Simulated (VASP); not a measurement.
# Nb (Im-3m) in VASP: further runs, part 2 of 2

VASP 6.6.1. The steps go on from the part before.

## (3) Relaxation of cell and atoms, PBE

This run uses another cell than the first one, of 18.15 Å³/atom.

Input file INCAR:

```
SYSTEM = Nb
  PREC = Accurate
  ENCUT = 600
  EDIFF = 1E-7
  ISMEAR = -1
  SIGMA = 0.15
  LREAL = .False.
  LASPH = .True.
  NELM = 80
  ALGO = Normal
  ISIF = 3
  LWAVE = .False.
  LCHARG = .False.
  GGA = PE
  IBRION = 2
  NSW = 80
  EDIFFG = -0.001
```

Input file KPOINTS:

```
regular mesh
0
Gamma
  18 18 18
  0 0 0
```

Input file POSCAR:

```
Nb
1.0
   -1.6555947038      1.6555947038      1.6555947038
    1.6555947038     -1.6555947038      1.6555947038
    1.6555947038      1.6555947038     -1.6555947038
Nb
1
Direct
    0.0000000000      0.0000000000      0.0000000000
```

Potentials or basis: VASP PAW PBE potentials, release 64 (Nb_sv).

Launch:

```console
$ cat potpaw_PBE.64/Nb_sv/POTCAR > POTCAR
$ mpirun -np 1 vasp_std > vasp.out
```

OUTCAR:

```text
SYSTEM = Nb
   PREC = Accurate
   ENCUT = 600
   EDIFF = 1E-7
   ISMEAR = -1
   LREAL = .False.
   LASPH = .True.
   NELM = 80
   ISIF = 3
   GGA = PE
   IBRION = 2
   NSW = 80
   EDIFFG = -0.001

 ion  position               nearest neighbor table
   1  0.000  0.000  0.000-

  LATTYP: Found a body centered cubic cell.
 ALAT       =     3.3111894076

  Lattice vectors:

 A1 = (  -1.6555947038,   1.6555947038,   1.6555947038)
 A2 = (   1.6555947038,  -1.6555947038,   1.6555947038)
 A3 = (   1.6555947038,   1.6555947038,  -1.6555947038)

Analysis of symmetry for initial positions (statically):
=====================================================================
 Subroutine PRICEL returns:
 Original cell was already a primitive cell.
[... 254 lines left out ...]

 k-point     1 :       0.0000    0.0000    0.0000
  band No.  band energies     occupation
      1     -43.3071      2.00000
      2     -18.6218      2.00000
      3     -18.6218      2.00000
      4     -18.6218      2.00000
      5       5.1353      2.00000
      6      11.4381      0.19549
      7      11.4381      0.19549
      8      11.4381      0.19549
      9      14.3210      0.00000
     10      14.3210      0.00000
[... 287 lines left out ...]
 k-point    24 :       0.3889    0.1111    0.0000
  band No.  band energies     occupation
      1     -43.0695      2.00000
      2     -19.8624      2.00000
      3     -19.0773      2.00000
      4     -18.6909      2.00000
      5       7.7607      2.00000
      6       9.5661      1.99993
      7      12.1553      0.00181
      8      14.2054      0.00000
      9      15.2728      0.00000
     10      17.7338      0.00000

 [... further k-points ...]

------------------------ aborting loop because EDIFF is reached ----------------------------------------

  FORCE on cell =-STRESS in cart. coord.  units (eV):
  Direction    XX          YY          ZZ          XY          YZ          ZX
  --------------------------------------------------------------------------------------
  -------------------------------------------------------------------------------------
  Total        0.0005136      0.0005136      0.0005136     -0.0000000      0.0000000     -0.0000000
  in kB        0.0453167      0.0453167      0.0453167     -0.0000000      0.0000000     -0.0000000
  external PRESSURE =       0.0453167 kB  Pullay stress =       0.0000000 kB
[... 16 lines left out ...]
  FREE ENERGIE OF THE ION-ELECTRON SYSTEM (eV)
  ---------------------------------------------------
  free  energy   TOTEN  =       -10.2708379489 eV

  energy  without entropy=      -10.1688581382  energy(sigma->0) =      -10.21984804

 reached required accuracy - stopping structural energy minimisation
```

It took 92 s on 1 thread of Intel Xeon 8259CL, shared host; peak memory 0.18 GiB.

What came out:

```
Free energy                           : -10.2708 eV
Relaxed volume                        : 18.16 Å³/atom
Relaxed cell                          : a = 2.868 Å, b = 2.868 Å, c = 2.868 Å, α = 109.47°, β = 109.47°, γ = 109.47°
Space group after relaxing (to 0.1 Å) : Im-3m (No. 229)
Energy gained by relaxing             : 0.0 meV/atom
Ionic steps                           : 3
Pressure after relaxing               : 0.0 GPa
Band gap on the k mesh                : zero (an odd number of electrons rules out a gap without spin polarisation)
```

Final structure:
```cif
data_structure
_symmetry_space_group_name_H-M 'P 1'
_symmetry_Int_Tables_number 1
_cell_length_a 2.8678
_cell_length_b 2.8678
_cell_length_c 2.8678
_cell_angle_alpha 109.471
_cell_angle_beta 109.471
_cell_angle_gamma 109.471
_cell_volume 18.16
loop_
_atom_site_label
_atom_site_type_symbol
_atom_site_fract_x
_atom_site_fract_y
_atom_site_fract_z
_atom_site_occupancy
Nb1 Nb 0.00000 0.00000 0.00000 1
```

## (4) Relaxation of cell and atoms, PBE

This run uses another cell than the first one, of 18.26 Å³/atom.

Input file INCAR:

```
SYSTEM = Nb
  PREC = Accurate
  ENCUT = 600
  EDIFF = 1E-6
  ISMEAR = 0
  SIGMA = 0.1
  LREAL = .FALSE.
  LASPH = .TRUE.
  NELM = 60
  ALGO = Normal
  ISIF = 3
  LWAVE = .FALSE.
  LCHARG = .FALSE.
  GGA = PE
  IBRION = 2
  NSW = 100
  EDIFFG = -0.002
```

Input file KPOINTS:

```
regular mesh
0
G
  18 18 18
  0 0 0
```

Input file POSCAR:

```
Nb
1.0
   -1.6588161900      1.6588161900      1.6588161900
    1.6588161900     -1.6588161900      1.6588161900
    1.6588161900      1.6588161900     -1.6588161900
Nb
1
Direct
    0.0000000000      0.0000000000      0.0000000000
```

Launch:

```console
$ cat potpaw_PBE.64/Nb_sv/POTCAR > POTCAR
$ mpirun -np 1 vasp_std > vasp.out
```

It took 90 s on 1 thread of Intel Xeon 8259CL, shared host; peak memory 0.18 GiB.

The run converged. Its results:

```
Free energy                           : -10.2198 eV
Relaxed volume                        : 18.12 Å³/atom
Relaxed cell                          : a = 2.866 Å, b = 2.866 Å, c = 2.866 Å, α = 109.47°, β = 109.47°, γ = 109.47°
Space group after relaxing (to 0.1 Å) : Im-3m (No. 229)
Energy gained by relaxing             : 0.6 meV/atom
Ionic steps                           : 3
Pressure after relaxing               : 0.0 GPa
Band gap on the k mesh                : zero (an odd number of electrons rules out a gap without spin polarisation)
```

The path:
```
step  energy change (eV)  largest force (eV/Å)  pressure (GPa)  volume (Å³)
   1              0.0000                0.0000           -1.27        18.26
   2              0.0012                0.0000            2.34        17.88
   3             -0.0006                0.0000            0.00        18.12
```

Final structure:
```xyz
1
Lattice="-1.6546 1.6546 1.6546 1.6546 -1.6546 1.6546 1.6546 1.6546 -1.6546" Properties=species:S:1:pos:R:3 pbc="T T T"
Nb    0.0000    0.0000    0.0000
```

Levels at points of the mesh, in eV from the Fermi level:
```
           k point  band 3  band 4  band 5  band 6  band 7  band 8  band 9  band 10
(0.00, 0.00, 0.00)  -29.67  -29.67   -5.92    0.39    0.39    0.39    3.28     3.28
(0.50, 0.00, 0.00)  -30.09  -29.68   -3.68   -1.62    2.27    3.30    3.98     6.34
(0.50, 0.50, 0.50)  -30.58  -30.58   -3.67   -3.67    5.58    5.58    5.58     9.04
```

## (5) The runs side by side

| task | cell | cutoff (eV) | smearing | gap on the mesh (eV) | pressure (GPa) | relaxed volume (Å³/atom) |
| --- | --- | --- | --- | --- | --- | --- |
| single point | a = 2.870 Å, angles 109.5°, 1 atom | 520 | fermi-dirac 0.15 eV | none | -0.3 | - |
| relaxation of cell and atoms | relaxed from a = 2.868 Å, angles 109.5°, 1 atom | 600 | fermi-dirac 0.15 eV | none | 0.0 | 18.16 |
| relaxation of cell and atoms | relaxed from a = 2.873 Å, angles 109.5°, 1 atom | 600 | gaussian 0.1 eV | none | 0.0 | 18.12 |

Alike in all rows: level PBE; potentials or basis VASP PAW PBE potentials, release 64 (Nb_sv); no spin polarisation; k mesh 18 × 18 × 18.

Absolute energies hang on the potentials; compare differences alone.
